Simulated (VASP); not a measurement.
Input of a VASP 6.6.1 run:

The input INCAR:

```
PREC = Accurate
ENCUT = 520
EDIFF = 1E-7
ISMEAR = -1
SIGMA = 0.08
LREAL = F
LASPH = T
NELM = 100
ALGO = Normal
ISIF = 2
LWAVE = F
LCHARG = T
GGA = PE
LELF = T
LVHAR = T
NBANDS = 10
```

Contents of KPOINTS:

```
regular mesh
0
Gamma
  18 18 18
```

POSCAR

```
F
1.0
    0.0000000000      1.7220355368      1.7220355368
    1.7220355368      0.0000000000      1.7220355368
    1.7220355368      1.7220355368      0.0000000000
F
1
Direct
    0.0000000000      0.0000000000      0.0000000000
```

Potentials or basis: VASP PAW PBE potentials, release 64 (F).

Launch:

```sh
$ cat potpaw_PBE.64/F/POTCAR > POTCAR
$ mpirun -np 1 vasp_std > vasp.out
```

Question: What does it give for the pressure?

Answer: -0.6 GPa.

Caveat: an odd number of electrons without spin polarisation forces a metal; a magnetic or distorted state may lie lower.
